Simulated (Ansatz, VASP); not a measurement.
**CdS: VASP beside Ansatz**

```
Cd S
1.0
     0.00000    2.91000    2.91000
     2.91000    0.00000    2.91000
     2.91000    2.91000    0.00000
Cd S
1 1
Direct
  0.03007 0.96993 0.03007
  0.75000 0.75000 0.75000
```

Change from the starting cell: all Cd atoms moved +0.175 Å, as atom 1 along Cartesian [0 1 0].

Alike in both runs: task single point; functional PBE; k mesh 8 × 8 × 8; occupations gaussian, width 0.05 eV; no spin polarisation.

|  | VASP | Ansatz |
| --- | --- | --- |
| version | VASP 6.6.1 | Ansatz 0.2.0 |
| potentials or method | VASP PAW PBE potentials, release 64 (Cd, S), cutoff 520 eV | scalar-relativistic, plane waves, PAW |
| valence electrons in the cell | 18 | 26 |

```csv
,VASP,Ansatz,Ansatz less VASP
gap on the k mesh at the Fermi level (eV),1.17,1.16,-0.007
least direct gap on the mesh (eV),1.17,1.16,-0.007
pressure (GPa),4.4,4.0,-0.39
"traceless stress, the component that is largest in VASP (GPa)",-4.31,-4.16,+0.157
rms of the force components (eV/Å),0.531,0.517,-0.0145
```

Atom by atom the forces differ by 0.015 eV/Å (rms over components). VASP's potentials hold 18 valence electrons a cell and Ansatz's 26, so a difference there can come from the potentials and not from the codes.
